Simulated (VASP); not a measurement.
Si5Mo:

```
Si Mo
1.0
     0.00000    3.66140    3.66140
     3.66140    0.00000    3.66140
     3.66140    3.66140    0.00000
Si Mo
5 1
Direct
  0.25000 0.25000 0.25000
  0.12616 0.62461 0.62461
  0.62461 0.62461 0.62461
  0.62461 0.62461 0.12616
  0.62461 0.12616 0.62461
  0.00000 0.00000 0.00000
```

The cell was generated, and may not be a known phase.

| Item | Value |
| --- | --- |
| Program | VASP 6.6.1 |
| Task | relaxation of cell and atoms |
| Functional | PBE |
| Potentials or basis | VASP PAW PBE potentials, release 64 (Si, Mo_sv) |
| Cutoff | 600 eV |
| k mesh | 4 × 4 × 4 |
| Occupations | gaussian, width 0.1 eV |
| Spin | no spin polarisation |

At the start: pressure -12.4 GPa; volume 16.36 Å³/atom.

**Question.** How do energy, volume and symmetry change on relaxing?

**Answer.** Over 6 steps the energy falls by 99.6 meV/atom and the volume is 14.18 Å³/atom (-13.3 %); space group F-43m (No. 216, to 0.1 Å) before and after.

The path:
```tsv
step	energy change (eV)	largest force (eV/Å)	pressure (GPa)	volume (Å³)
1	0.0000	0.3880	-12.42	98.17
2	-0.5176	0.5692	6.05	81.23
3	-0.5936	0.2487	-0.12	85.11
4	-0.5934	0.2306	-0.47	85.35
5	-0.5975	0.0744	-0.27	85.04
6	-0.5978	0.0140	-0.32	85.10
```

Final structure:
```xyz
6
Lattice="0.0000 3.4912 3.4912 3.4912 0.0000 3.4912 3.4912 3.4912 0.0000" Properties=species:S:1:pos:R:3 pbc="T T T"
Si    1.7456    1.7456    1.7456
Si    4.3638    2.6186    2.6186
Si    4.3638    4.3638    4.3638
Si    2.6186    2.6186    4.3638
Si    2.6186    4.3638    2.6186
Mo    0.0000    0.0000    0.0000
```

Caveat: the k points lie up to 0.39 Å⁻¹ apart in the final cell, too coarse for converged energies and pressures of a metal.
